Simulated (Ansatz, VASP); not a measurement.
AlGa3As4 in VASP and in Ansatz

```
Al Ga As
1.0
     5.74041    0.00000    0.00000
     0.00000    5.74041    0.00000
     0.00000    0.00000    5.74041
Al Ga As
1 3 4
Cartesian
  2.8702 2.8702 2.8702
  2.8702 0.0000 0.0000
  0.0000 0.0000 2.8702
  0.0000 2.8702 0.0000
  4.3014 1.4390 4.3014
  4.3014 4.3014 1.4390
  1.4390 1.4390 1.4390
  1.4390 4.3014 4.3014
```

Alike in both runs: task single point; functional PBE; k mesh 2 × 2 × 2; occupations gaussian, width 0.1 eV; no spin polarisation.

|  | VASP | Ansatz |
| --- | --- | --- |
| version | VASP 6.6.1 | Ansatz 0.2.0 |
| potentials or method | VASP PAW PBE potentials, release 64 (Al, Ga_d, As), cutoff 520 eV | scalar-relativistic, plane waves, PAW |
| valence electrons in the cell | 62 | 102 |

|  | VASP | Ansatz | Ansatz less VASP |
| --- | --- | --- | --- |
| gap on the k mesh at the Fermi level (eV) | 0.53 | 0.53 | -0.002 |
| least direct gap on the mesh (eV) | 0.53 | 0.53 | -0.002 |
| pressure (GPa) | 0.3 | 0.1 | -0.15 |
| rms of the force components (eV/Å) | 0.013 | 0.012 | -0.0012 |

Atom by atom the forces differ by 0.001 eV/Å (rms over components). VASP's potentials hold 62 valence electrons a cell and Ansatz's 102, so a difference there can come from the potentials and not from the codes.

The k mesh is coarse, so the values compare programs but aren't converged.
